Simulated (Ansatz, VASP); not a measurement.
# Two plane-wave programs on SiO2

```
Si O
1.0
     4.23588    0.00000    0.00000
     0.00000    4.33457    0.00000
     0.00000    0.00000    2.68977
Si O
2 4
Direct
  0.50000 0.50000 0.50000
  0.00000 0.00000 0.00000
  0.72096 0.66507 0.00000
  0.22096 0.83493 0.50000
  0.27904 0.33493 0.00000
  0.77904 0.16507 0.50000
```

Change from the starting cell: mode 4 frozen in at +0.167 Å, normal strain along y +0.0233.

Alike in both runs: task single point; functional PBE; k mesh 6 × 6 × 8; occupations gaussian, width 0.05 eV; no spin polarisation.

```csv
,VASP,Ansatz
version,VASP 6.6.1,Ansatz 0.2.0
potentials or method,"VASP PAW PBE potentials, release 64 (Si, O), cutoff 520 eV","scalar-relativistic, plane waves, PAW"
valence electrons in the cell,32,32
```

VASP gave:

- gap on the k mesh at the Fermi level (eV): 4.88
- least direct gap on the mesh (eV): 4.88
- pressure (GPa): -7.6
- traceless stress, the component that is largest in VASP (GPa): -4.41
- rms of the force components (eV/Å): 0.299

Q: Estimate Ansatz's values.

A: gap on the k mesh at the Fermi level (eV): 4.91; least direct gap on the mesh (eV): 4.91; pressure (GPa): -7.9; traceless stress, the component that is largest in VASP (GPa): -4.20; rms of the force components (eV/Å): 0.303.

Atom by atom the forces differ by 0.011 eV/Å (rms over components).
